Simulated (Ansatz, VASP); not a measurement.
## I in VASP and in Ansatz

```
I
1.0
    -3.20232    3.20232    2.12444
     3.20232   -3.20232    2.12444
     3.20232    3.20232   -2.12444
I
2
Direct
  0.62500 0.87500 0.75000
  0.37500 0.12500 0.25000
```

Alike in both runs: functional PBE; k mesh 12 × 12 × 12; occupations fermi-dirac, width 0.1 eV; no spin polarisation.

Ansatz relaxed the structure, and its values are those at the end. VASP's run is a single point on that final structure, the one shown.

```csv
,VASP,Ansatz
version,VASP 6.6.1,Ansatz 0.2.0
potentials or method,"VASP PAW PBE potentials, release 64 (I)","PAW with Ansatz's default frozen-core files, scalar-relativistic"
plane-wave cutoff (eV),520,420
valence electrons in the cell,14,34
```

```tsv
	VASP	Ansatz	Ansatz less VASP
pressure (GPa)	0.0	0.0	+0.02
```

The functional is the same, so the differences come from potentials, cutoffs and numerics. VASP's potentials hold 14 valence electrons a cell and Ansatz's 34, so a difference there can come from the potentials and not from the codes.

Neither program's run includes spin-orbit coupling.
